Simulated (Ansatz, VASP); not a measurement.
## AlNi in VASP and in Ansatz

```
CELL_PARAMETERS angstrom
2.71906 0.00000 0.00000
0.00000 2.71906 0.00000
0.00000 0.00000 2.86217
ATOMIC_POSITIONS crystal
Al 0.00000 0.00000 0.00000
Ni 0.50000 0.50000 0.50000
```

Change from the starting cell: strain -0.050 along x and y, +0.000 along z, atoms carried along.

Alike in both runs: task single point; functional PBEsol; k mesh 20 × 20 × 20; occupations gaussian, width 0.15 eV; no spin polarisation.

|  | VASP | Ansatz |
| --- | --- | --- |
| version | VASP 6.6.1 | Ansatz 0.2.0 |
| potentials or method | VASP PAW PBE potentials, release 64 (Al, Ni), cutoff 600 eV | scalar-relativistic, plane waves, PAW |
| valence electrons in the cell | 13 | 21 |

Ansatz gave:

| Quantity | Value |
| --- | --- |
| gap on the k mesh at the Fermi level (eV) | none |
| pressure (GPa) | 22.3 |
| traceless stress, the component that is largest in VASP (GPa) | -2.93 |

Q: What did VASP give for the same quantities?

A: gap on the k mesh at the Fermi level (eV): none; pressure (GPa): 22.4; traceless stress, the component that is largest in VASP (GPa): -3.00.

VASP's potentials were made for PBE, not for PBEsol. A gap of «none» marks a metal or a gap that the smearing closes. VASP's potentials hold 13 valence electrons a cell and Ansatz's 21, so a difference there can come from the potentials and not from the codes.
